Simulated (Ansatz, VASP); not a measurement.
**Sn in VASP and in Ansatz**

```
Sn
1.0
    -1.99657    1.99657    1.69708
     1.99657   -1.99657    1.69708
     1.99657    1.99657   -1.69708
Sn
1
Direct
  0.00000 0.00000 0.00000
```

Alike in both runs: task single point; functional r2SCAN; k mesh 24 × 24 × 24; occupations gaussian, width 0.15 eV; no spin polarisation.

|  | VASP | Ansatz |
| --- | --- | --- |
| version | VASP 6.6.1 | Ansatz 0.2.0 |
| potentials or method | VASP PAW PBE potentials, release 64 (Sn_d), cutoff 520 eV | scalar-relativistic, plane waves, PAW |
| valence electrons in the cell | 14 | 14 |

Ansatz gave:

- gap on the k mesh at the Fermi level (eV): none
- pressure (GPa): 0.1
- traceless stress, the component that is largest in VASP (GPa): -0.17

Task: What did VASP give for the same quantities?

Result: gap on the k mesh at the Fermi level (eV): none; pressure (GPa): 0.1; traceless stress, the component that is largest in VASP (GPa): -0.16.

VASP's potentials were made for PBE, not for r2SCAN. A gap of «none» marks a metal or a gap that the smearing closes.
